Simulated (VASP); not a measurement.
# SiC (Cm) in VASP: single point with r2SCAN

Aim: the single point of SiC with r2SCAN.

Everything below comes from runs of VASP 6.6.1. Logs are shortened: lines on timing, memory, paths and dates and some standing lists are left out, and cuts for length are marked.

## (1) The cell of the first run

It takes space group Cm (No. 8, monoclinic). The conventional cell has a = 5.326 Å, b = 3.075 Å, c = 5.048 Å, α = 90.00°, β = 90.00°, γ = 90.00°. Within 2.3 Å of Si (site symmetry m) lie 4 C at 1.76 to 1.94 Å. Si (site symmetry m) has 4 C at 1.82 to 1.98 Å within 2.4 Å. Within 2.4 Å of C (site symmetry m) lie 4 Si at 1.82 to 1.98 Å. C (site symmetry m) has 4 Si at 1.76 to 1.94 Å within 2.3 Å.

## (2) Single point, r2SCAN

POSCAR

```
SiC
1.0
    3.0751950059      0.0000000000      0.0000000000
   -1.5375975029      2.6631969967      0.0000000000
    0.0000000000      0.0000000000      5.0481668544
Si C
2 2
Direct
    0.2890760222      0.6445380111     -0.0036426370
    0.6224093555      0.3112046778      0.4963573630
    0.3333333333      0.6666666667      0.3803971172
    0.6666666667      0.3333333333      0.8803971172
```

INCAR.step1

```
PREC = Accurate
ENCUT = 520
ISMEAR = 0
SIGMA = 0.05
LREAL = F
LASPH = T
NELM = 60
NBANDS = 16
GGA = PE
ALGO = Normal
EDIFF = 1E-4
LWAVE = T
LCHARG = F
```

INCAR.step2

```
PREC = Accurate
ENCUT = 520
EDIFF = 1E-6
ISMEAR = 0
SIGMA = 0.05
LREAL = F
LASPH = T
NELM = 60
ALGO = Normal
ISIF = 2
LWAVE = F
LCHARG = T
METAGGA = R2SCAN
LMIXTAU = T
LELF = T
LVHAR = T
NBANDS = 16
ISTART = 1
```

KPOINTS

```
regular mesh
0
Gamma
  12 12 6
```

Potentials or basis: VASP PAW PBE potentials, release 64 (Si, C).

Started as:

```bash
$ cat potpaw_PBE.64/Si/POTCAR potpaw_PBE.64/C/POTCAR > POTCAR
$ cp INCAR.step1 INCAR
$ mpirun -np 1 vasp_std > vasp.out
$ cp INCAR.step2 INCAR
$ mpirun -np 1 vasp_std > vasp.out
```

OUTCAR:

```text
PREC = Accurate
   ENCUT = 520
   EDIFF = 1E-6
   ISMEAR = 0
   LREAL = F
   LASPH = T
   NELM = 60
   ISIF = 2
   METAGGA = R2SCAN
   ISTART = 1

 ion  position               nearest neighbor table
   1  0.289  0.645  0.996-   4 1.76   4 1.93   4 1.93   3 1.94   2 3.09   2 3.09   2 3.09   2 3.09
                             2 3.09   2 3.09
   2  0.622  0.311  0.496-   3 1.82   3 1.82   4 1.94   3 1.98   1 3.09   1 3.09   1 3.09   1 3.09
                             1 3.09   1 3.09
   3  0.333  0.667  0.380-   2 1.82   2 1.82   1 1.94   2 1.98
   4  0.667  0.333  0.880-   1 1.76   1 1.93   1 1.93   2 1.94

  LATTYP: Found a hexagonal cell.
 ALAT       =     3.0751950059
 C/A-ratio  =     1.6415761748

  Lattice vectors:

 A1 = (   3.0751950059,   0.0000000000,   0.0000000000)
 A2 = (  -1.5375975029,   2.6631969967,   0.0000000000)
 A3 = (   0.0000000000,   0.0000000000,   5.0481668544)

Analysis of symmetry for initial positions (statically):
=====================================================================
 Subroutine PRICEL returns:
 Original cell was already a primitive cell.

 Routine SETGRP: Setting up the symmetry group for a
 hexagonal supercell.

 Subroutine GETGRP returns: Found  2 space group operations
 (whereof  2 operations were pure point group operations)
 out of a pool of 24 trial point group operations.

The static configuration has the point symmetry C_1h.

Analysis of symmetry for dynamics (positions and initial velocities):
=====================================================================
 Subroutine PRICEL returns:
 Original cell was already a primitive cell.

 Routine SETGRP: Setting up the symmetry group for a
 hexagonal supercell.

 Subroutine GETGRP returns: Found  2 space group operations
 (whereof  2 operations were pure point group operations)
 out of a pool of 24 trial point group operations.

The dynamic configuration has the point symmetry C_1h.

 Subroutine INISYM returns: Found  2 space group operations
 (whereof  2 operations are pure point group operations),
 and found     1 'primitive' translations

----------------------------------------------------------------------------------------

                                     Primitive cell

  volume of cell :      41.3437

  direct lattice vectors                    reciprocal lattice vectors
     3.075195006  0.000000000  0.000000000     0.325182630  0.187744279  0.000000000
    -1.537597503  2.663196997  0.000000000     0.000000000  0.375488558  0.000000000
     0.000000000  0.000000000  5.048166854     0.000000000  0.000000000  0.198091709

  length of vectors
     3.075195006  3.075195006  5.048166854     0.375488558  0.375488558  0.198091709

  position of ions in fractional coordinates (direct lattice)
     0.289076022  0.644538011  0.996357363
     0.622409355  0.311204678  0.496357363
     0.333333333  0.666666667  0.380397117
     0.666666667  0.333333333  0.880397117

  ion indices of the primitive-cell ions
   primitive index   ion index
                 1           1
                 2           2
                 3           3
                 4           4

----------------------------------------------------------------------------------------

 KPOINTS: regular mesh

Automatic generation of k-mesh.
 Grid dimensions read from file:
 generate k-points for:   12   12    6

 Generating k-lattice:

  Cartesian coordinates                     Fractional coordinates (reciprocal lattice)
     0.027098553  0.015645357  0.000000000     0.083333333  0.000000000  0.000000000
     0.000000000  0.031290713  0.000000000     0.000000000  0.083333333  0.000000000
     0.000000000  0.000000000  0.033015285     0.000000000  0.000000000  0.166666667

  Length of vectors
     0.031290713  0.031290713  0.033015285

  Shift w.r.t. Gamma in fractional coordinates (k-lattice)
     0.000000000  0.000000000  0.000000000

 Subroutine IBZKPT returns following result:
 ===========================================

 Found    242 irreducible k-points:

 Following reciprocal coordinates:
            Coordinates               Weight
  0.000000  0.000000  0.000000      1.000000
  0.083333  0.000000  0.000000      2.000000
  0.000000  0.083333  0.000000      4.000000
  0.166667  0.000000  0.000000      2.000000
  0.000000  0.166667  0.000000      4.000000
  0.250000  0.000000  0.000000      2.000000
[... 16 lines left out ...]
 -0.083333  0.416667  0.000000      4.000000
 -0.416667  0.333333  0.000000      4.000000
 [... further k-points ...]
   k-points           NKPTS =    242   k-points in BZ     NKDIM =    242   number of bands    NBANDS=     16
   number of dos      NEDOS =    301   number of ions     NIONS =      4
   total plane-waves  NPLWV =  23040
   dimension x,y,z NGX =    24 NGY =   24 NGZ =   40
   dimension x,y,z NGXF=    48 NGYF=   48 NGZF=   80
   ions per type =               2   2
   NGX,Y,Z   is equivalent  to a cutoff of  12.97, 12.97, 13.17 a.u.
   NGXF,Y,Z  is equivalent  to a cutoff of  25.95, 25.95, 26.35 a.u.
 SYSTEM =  unknown system
   PREC   = accura    normal or accurate (medium, high low for compatibility)
   ISTART =      1    job   : 0-new  1-cont  2-samecut
   ICHARG =      0    charge: 1-file 2-atom 10-const
   ISPIN  =      1    spin polarized calculation?
   LNONCOLLINEAR =      F non collinear calculations
   LSORBIT =      F    spin-orbit coupling
   LASPH  =      T    aspherical Exc in radial PAW
   ENCUT  =  520.0 eV  38.22 Ry    6.18 a.u.   5.72  5.72  9.39*2*pi/ulx,y,z
   NELM   =     60;   NELMIN=  2; NELMDL=  0     # of ELM steps
   EDIFF  = 0.1E-05   stopping-criterion for ELM
   LREAL  =      F    real-space projection
   EDIFFG = 0.1E-04   stopping-criterion for IOM
   NSW    =      0    number of steps for IOM
   IBRION =     -1    ionic relax: 0-MD 1-quasi-New 2-CG
   NFREE  =      0    steps in history (QN), initial steepest desc. (CG)
   ISIF   =      2    stress and relaxation
   ISYM   =      2    0-nonsym 1-usesym 2-fastsym
   POTIM  = 0.5000    time-step for ionic-motion
   TEBEG  =    0.0;   TEEND  =   0.0 temperature during run
   PSTRESS=    0.0 pullay stress
   NELECT =      16.0000    total number of electrons
   NUPDOWN=      -1.0000    fix difference up-down
   EMIN   =  10.00;   EMAX   =-10.00  energy-range for DOS
   EFERMI =   0.00;   METHOD = LEGACY
   ISMEAR =     0;   SIGMA  =   0.05  broadening in eV -4-tet -1-fermi 0-gaus
   EFERMI_NEDOS =   21; number of points for ismear=-14 and -15
   IALGO  =     38    algorithm
   IMIX   =      4    mixing-type and parameters
     AMIX     =   0.40;   BMIX     =  1.00
     AMIX_MAG =   1.60;   BMIX_MAG =  1.00
  volume/ion in A,a.u.               =      10.34        69.75
  Fermi-wavevector in a.u.,A,eV,Ry     =   1.193012  2.254466 19.364879  1.423278
  Thomas-Fermi vector in A             =   2.329037
   LORBIT       =      0    0 simple, 1 ext, 2 COOP (PROOUT), +10 PAW based schemes
   METAGGA = R2SCAN    functional components
   LHFCALC =     F    Hartree Fock is set to
   AEXX    =    0.0000 exact exchange contribution
   IVDW    =     0    specifies the selected vdW correction
   LEPSILON=     F    determine dielectric tensor
   LRPA    =     F    only Hartree local field effects (RPA)
 non-spin polarized calculation
 Gauss-broadening in eV      SIGMA  =   0.05
  energy-cutoff  :      520.00
  volume of cell :       41.34
 maximum number of plane-waves:      1126
   NGX = 11   NGY = 11   NGZ = 19

 number of electron      16.0000000 magnetization

 Free energy of the ion-electron system (eV)
  ---------------------------------------------------
  ext. energy  EPLUGINS =         0.00000000
  ---------------------------------------------------
  free energy    TOTEN  =       -38.30758584 eV

  energy without entropy =      -38.30758584  energy(sigma->0) =      -38.30758584

 E-fermi :   8.7445     XC(G=0): -11.9287

 val. band max:        8.5166340426   @ k =   0.0000   0.0000   0.0000
 cond. band min:      10.9497524253   @ k =   0.3333   0.3333   0.0000
 fundamental gap:      2.4331183828
 Fermi energy:         8.7445076779

 k-point     1 :       0.0000    0.0000    0.0000
  band No.  band energies     occupation
      1      -8.2253      2.00000
      2      -4.6676      2.00000
      3      -0.7053      2.00000
      4       6.5034      2.00000
      5       6.5331      2.00000
      6       7.9214      2.00000
[... 8 lines left out ...]
     15      17.7768      0.00000
     16      20.3222      0.00000

 k-point     2 :       0.0833    0.0000    0.0000
  band No.  band energies     occupation
      1      -8.1004      2.00000
      2      -4.5622      2.00000
      3      -0.5890      2.00000
      4       5.8818      2.00000
      5       6.3100      2.00000
      6       7.5385      2.00000
[... 8 lines left out ...]
     15      18.0246      0.00000
     16      19.2970      0.00000

 k-point     3 :       0.0000    0.0833    0.0000
  band No.  band energies     occupation
      1      -8.1004      2.00000
      2      -4.5620      2.00000
      3      -0.5891      2.00000
      4       5.8650      2.00000
      5       6.3088      2.00000
      6       7.6422      2.00000
[... 8 lines left out ...]
     15      18.0888      0.00000
     16      19.2490      0.00000

 k-point     4 :       0.1667    0.0000    0.0000
  band No.  band energies     occupation
      1      -7.7292      2.00000
      2      -4.2560      2.00000
      3      -0.2496      2.00000
      4       4.4057      2.00000
      5       5.8541      2.00000
      6       6.4020      2.00000
[... 8 lines left out ...]
     15      18.4727      0.00000
     16      18.6824      0.00000

 k-point     5 :       0.0000    0.1667    0.0000
  band No.  band energies     occupation
      1      -7.7294      2.00000
      2      -4.2550      2.00000
      3      -0.2500      2.00000
      4       4.3955      2.00000
      5       5.7319      2.00000
      6       6.6095      2.00000
[... 8 lines left out ...]
     15      18.2992      0.00000
     16      18.7635      0.00000

 k-point     6 :       0.2500    0.0000    0.0000
  band No.  band energies     occupation
      1      -7.1243      2.00000
      2      -3.7907      2.00000
      3       0.2621      2.00000
      4       2.7629      2.00000
      5       4.9536      2.00000
      6       5.3423      2.00000
[... 8 lines left out ...]
     15      19.0057      0.00000
     16      19.5612      0.00000
[... 267 lines left out ...]
 k-point    21 :      -0.3333    0.2500    0.0000
  band No.  band energies     occupation
      1      -6.6555      2.00000
      2      -3.4681      2.00000
      3       0.5656      2.00000
      4       2.1142      2.00000
      5       3.8680      2.00000
      6       5.0414      2.00000
[... 8 lines left out ...]
     15      19.0929      0.00000
     16      20.4744      0.00000

 k-point    22 :       0.3333    0.0833    0.0000
  band No.  band energies     occupation
      1      -5.7769      2.00000
      2      -3.0999      2.00000
      3       0.3461      2.00000
      4       1.9016      2.00000
      5       2.8216      2.00000
      6       4.2877      2.00000
[... 8 lines left out ...]
     15      19.7817      0.00000
     16      20.7922      0.00000

 k-point    23 :      -0.0833    0.4167    0.0000
  band No.  band energies     occupation
      1      -5.7801      2.00000
      2      -3.0822      2.00000
      3       0.3068      2.00000
      4       1.9146      2.00000
      5       2.7582      2.00000
      6       4.4169      2.00000
[... 8 lines left out ...]
     15      19.7195      0.00000
     16      20.8293      0.00000

 k-point    24 :      -0.4167    0.3333    0.0000
  band No.  band energies     occupation
      1      -5.7794      2.00000
      2      -3.0863      2.00000
      3       0.3203      2.00000
      4       1.9129      2.00000
      5       2.7442      2.00000
      6       4.4155      2.00000
[... 8 lines left out ...]
     15      19.7114      0.00000
     16      20.7343      0.00000

 [... further k-points ...]
[... 5 lines left out ...]
  --------------------------------------------------------------------------------------
  -------------------------------------------------------------------------------------
  Total        1.1798654      0.8797450     -0.5393573      0.2599119      0.6454527      1.1179568
  in kB       45.7228612     34.0924127    -20.9015003     10.0722639     25.0129769     43.3237394
  external PRESSURE =      19.6379245 kB  Pullay stress =       0.0000000 kB

 VOLUME and BASIS-vectors are now :
 -----------------------------------------------------------------------------
  energy-cutoff  :      520.00
  volume of cell :       41.34
      direct lattice vectors                 reciprocal lattice vectors
     3.075195006  0.000000000  0.000000000     0.325182630  0.187744279  0.000000000
    -1.537597503  2.663196997  0.000000000     0.000000000  0.375488558  0.000000000
     0.000000000  0.000000000  5.048166854     0.000000000  0.000000000  0.198091709

 POSITION                                       TOTAL-FORCE (eV/Angst)
 -----------------------------------------------------------------------------------
     -0.10207      1.71653      5.02978         2.581821      1.490615      0.998961
      1.43552      0.82880      2.50569         1.857370      1.072353      0.935784
     -0.00000      1.77546      1.92031        -1.843798     -1.064517     -0.932806
      1.53760      0.88773      4.44439        -2.595393     -1.498451     -1.001938
 -----------------------------------------------------------------------------------
    total drift:                                0.000014      0.000008      0.000456

  FREE ENERGIE OF THE ION-ELECTRON SYSTEM (eV)
  ---------------------------------------------------
  free  energy   TOTEN  =       -38.3075858399 eV

  energy  without entropy=      -38.3075858399  energy(sigma->0) =      -38.30758584
```

Run time: 5.5 min. Hardware: 1 thread of Intel Xeon Platinum 8488C (Sapphire Rapids), shared host; peak memory 0.26 GiB.

Results:

```yaml
Free_energy: -38.3076 eV
Pressure: 2.0 GPa
Largest_force: 3.160 eV/Å
Band_gap_on_the_k_mesh: 2.43 eV, indirect (least direct gap 4.44 eV)
```

Forces on the atoms (eV/Å):
```
Si   2.582  1.491  0.999
Si   1.857  1.072  0.936
C   -1.844 -1.065 -0.933
C   -2.595 -1.498 -1.002
```

Caveat: the cell differs from its parent crystal (all Si atoms moved +0.125 Å, as atom 1 towards its neighbour atom 4 (C) at 1.883 Å); the PAW data sets were made with another functional, which shifts forces and pressure a little. A k mesh can miss the band edges.
